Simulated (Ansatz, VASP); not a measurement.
# Two plane-wave programs on Si4S

```
CELL_PARAMETERS angstrom
0.00000 4.41471 4.41471
4.41471 0.00000 4.41471
4.41471 4.41471 0.00000
ATOMIC_POSITIONS crystal
Si 0.40027 0.40027 0.40027
Si 0.40027 0.40027 0.79918
Si 0.40027 0.79918 0.40027
Si 0.84973 0.84973 0.45082
Si 0.84973 0.84973 0.84973
Si 0.79918 0.40027 0.40027
Si 0.84973 0.45082 0.84973
Si 0.45082 0.84973 0.84973
S 0.00000 0.00000 0.00000
S 0.25000 0.25000 0.25000
```

Change from the starting cell: species swapped into the Ba4Rh type (Fd-3m, No. 227).

Alike in both runs: functional PBE; k mesh 3 × 3 × 3; occupations gaussian, width 0.2 eV; no spin polarisation.

Ansatz relaxed the structure, and its values are those at the end. VASP's run is a single point on that final structure, the one shown.

|  | VASP | Ansatz |
| --- | --- | --- |
| version | VASP 6.6.1 | Ansatz 0.2.0 |
| potentials or method | VASP PAW PBE potentials, release 64 (Si, S), cutoff 500 eV | scalar-relativistic, plane waves, PAW |
| valence electrons in the cell | 44 | 44 |

|  | VASP | Ansatz | Ansatz less VASP |
| --- | --- | --- | --- |
| gap on the k mesh at the Fermi level (eV) | none | none | - |
| pressure (GPa) | 0.4 | 0.4 | +0.04 |
| rms of the force components (eV/Å) | 0.022 | 0.026 | +0.0039 |

A gap of «none» marks a metal or a gap that the smearing closes.

The k mesh is coarse, so the values compare programs but aren't converged.
